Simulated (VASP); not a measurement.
Al7InSb8: single point with r2SCAN

Al7InSb8:

```xyz
16
Lattice="-3.0894 -6.1789 -3.0894 -6.1789 3.0894 3.0894 0.0000 6.1789 -6.1789" Properties=species:S:1:pos:R:3 pbc="T T T"
In   -3.0894    3.0894   -6.1789
Al   -3.0894    0.0000   -3.0894
Al    0.0000    3.0894   -3.0894
Al    0.0000    0.0000    0.0000
Al   -6.1789    3.0894   -3.0894
Al   -3.0894    6.1789   -3.0894
Al   -6.1789    0.0000    0.0000
Al   -3.0894    3.0894    0.0000
Sb   -4.6342    1.5447   -4.6342
Sb   -1.5447    4.6342   -4.6342
Sb   -4.6342   -1.5447   -1.5447
Sb   -1.5447    1.5447   -1.5447
Sb   -7.7236    4.6342   -4.6342
Sb   -7.7236    1.5447   -1.5447
Sb   -4.6342    4.6342   -1.5447
Sb   -4.6342    1.5447    1.5447
```

```yaml
Program: VASP 6.6.1
Task: single point
Functional: r2SCAN
Potentials_or_basis: VASP PAW PBE potentials, release 64 (In_d, Al, Sb)
Cutoff: 550 eV
k_mesh: 4 × 4 × 2
Occupations: gaussian, width 0.1 eV
Spin: no spin polarisation
```

```yaml
Pressure: 1.6 GPa
Largest_force: 1.178 eV/Å
Band_gap_on_the_k_mesh: 1.47 eV (least direct gap 1.61 eV)
```

Forces on the atoms (eV/Å):
```
In  -0.003  0.000  0.000
Al  -0.039 -0.007 -0.007
Al   0.004  0.020  0.001
Al   0.018  0.000  0.020
Al   0.003 -0.017 -0.017
Al   0.016  0.004  0.021
Al   0.001 -0.018 -0.019
Al   0.000  0.020  0.003
Sb  -0.677 -0.672  0.679
Sb   0.680  0.680  0.678
Sb  -0.677  0.674 -0.676
Sb  -0.002 -0.002  0.001
Sb   0.685 -0.675 -0.681
Sb  -0.004  0.004  0.009
Sb  -0.007 -0.004 -0.010
Sb   0.003 -0.008 -0.002
```

Stress tensor (GPa, compression positive):
```
 1.39 -0.01 -0.01
-0.01  1.71 -0.24
-0.01 -0.24  1.71
```

Levels at points of the mesh, in eV from the valence-band top:
| k point | band 35 | band 36 | band 37 | band 38 | band 39 | band 40 |
| --- | --- | --- | --- | --- | --- | --- |
| (0.00, 0.00, 0.00) | 0.00 | 0.00 | 0.00 | 1.61 | 1.91 | 2.15 |
| (0.50, 0.00, 0.00) | -0.63 | -0.54 | -0.53 | 1.48 | 1.61 | 1.68 |
| (0.00, 0.50, 0.00) | -0.99 | -0.94 | -0.91 | 1.47 | 1.61 | 1.68 |
| (0.50, 0.50, 0.00) | -0.98 | -0.65 | -0.58 | 1.47 | 1.61 | 1.68 |
| (0.00, 0.00, 0.50) | -1.06 | -0.50 | -0.41 | 2.58 | 2.65 | 2.81 |
| (0.50, 0.00, 0.50) | -1.29 | -1.02 | -0.94 | 2.17 | 2.24 | 2.65 |
| (0.00, 0.50, 0.50) | -0.82 | -0.78 | -0.71 | 2.53 | 2.54 | 2.71 |
| (0.50, 0.50, 0.50) | -1.48 | -1.34 | -1.30 | 2.12 | 2.17 | 2.37 |

It took 45 min on 1 thread of Intel(R) Xeon(R) Platinum 8259CL CPU @ 2.50GHz (Skylake/Cascade Lake), with other jobs on the host, peak memory 0.89 GiB.

Caveat: the PAW data sets were made with another functional, which shifts forces and pressure a little; spin-orbit coupling is left out, which moves the levels of the heavy elements. A k mesh can miss the band edges.
